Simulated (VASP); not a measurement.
Here is a VASP 6.6.1 calculation.

POSCAR

```
AlN
1.0
    0.0580084706      2.1848764830      2.1848764830
    2.1848764830      0.0580084706      2.1848764830
    2.2428849536      2.2428849536      0.0000000000
Al N
1 1
Direct
   -0.0034687493     -0.0034687493      0.0034687493
    0.7534687493      0.7534687493      0.7465312507
```

INCAR.step1

```
SYSTEM = AlN
PREC = Accurate ; ENCUT = 520
ISMEAR = 0 ; SIGMA = 0.01
LREAL = .FALSE. ; LASPH = .TRUE.
NELM = 80 ; NBANDS = 11
GGA = PE ; ALGO = Normal
EDIFF = 1E-4 ; LWAVE = .TRUE.
LCHARG = .FALSE.
```

INCAR.step2

```
SYSTEM = AlN
PREC = Accurate ; ENCUT = 520
EDIFF = 1E-7 ; ISMEAR = 0
SIGMA = 0.01 ; LREAL = .FALSE.
LASPH = .TRUE. ; NELM = 80
ALGO = Normal ; ISIF = 2
LWAVE = .FALSE. ; LCHARG = .FALSE.
METAGGA = R2SCAN ; LMIXTAU = .TRUE.
NBANDS = 11 ; ISTART = 1
```

Contents of KPOINTS:

```
regular mesh
0
G
  10 10 10
  0 0 0
```

Potentials or basis: VASP PAW PBE potentials, release 64 (Al, N).

The run is started by

```bash
$ cat potpaw_PBE.64/Al/POTCAR potpaw_PBE.64/N/POTCAR > POTCAR
$ cp INCAR.step1 INCAR
$ mpirun -np 1 vasp_std > vasp.out
$ cp INCAR.step2 INCAR
$ mpirun -np 1 vasp_std > vasp.out
```

(1) Predict the pressure.

(2) Predict the largest force.

(3) What does it give for the band gap on the k mesh?

Results:

(1) -0.2 GPa.

(2) 0.008 eV/Å.

(3) 3.61 eV, indirect (least direct gap 4.57 eV).

Caveat: the cell differs from its parent crystal (shear xy strain +5.3%); the PAW data sets were made with another functional, which shifts forces and pressure a little.
